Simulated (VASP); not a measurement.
The system is CdS (Greenockite).

```
CELL_PARAMETERS angstrom
4.19656 0.00000 0.00000
-2.09828 3.63433 0.00000
0.00000 0.00000 6.82884
ATOMIC_POSITIONS crystal
Cd 0.33333 0.66667 0.99921
Cd 0.66667 0.33333 0.49921
S 0.33333 0.66667 0.37579
S 0.66667 0.33333 0.87579
```

```yaml
Program: VASP 6.6.1
Task: relaxation of cell and atoms
Functional: PBEsol
Potentials_or_basis: VASP PAW PBE potentials, release 64 (Cd, S)
Cutoff: 600 eV
k_mesh: 9 × 9 × 4
Occupations: gaussian, width 0.02 eV
Spin: no spin polarisation
```

At the start: pressure -2.6 GPa; volume 26.04 Å³/atom.

Problem. Where does the relaxation end?

Solution. Over 3 steps the energy falls by 9.9 meV/atom and the volume is 24.85 Å³/atom (-4.5 %); space group P6_3mc (No. 186, to 0.05 Å).

Step by step:
```
step  energy change (eV)  largest force (eV/Å)  pressure (GPa)  volume (Å³)
   1              0.0000                0.0011           -2.57       104.15
   2             -0.0356                0.0038            0.94        97.98
   3             -0.0396                0.0024            0.00        99.42
```

Final structure:
```xyz
4
Lattice="4.1321 0.0000 0.0000 -2.0660 3.5785 0.0000 0.0000 0.0000 6.7236" Properties=species:S:1:pos:R:3 pbc="T T T"
Cd    0.0000    2.3857    6.7182
Cd    2.0660    1.1928    3.3564
S     0.0000    2.3857    2.5267
S     2.0660    1.1928    5.8885
```

Caveat: the PAW data sets were made with another functional, which shifts forces and pressure a little.
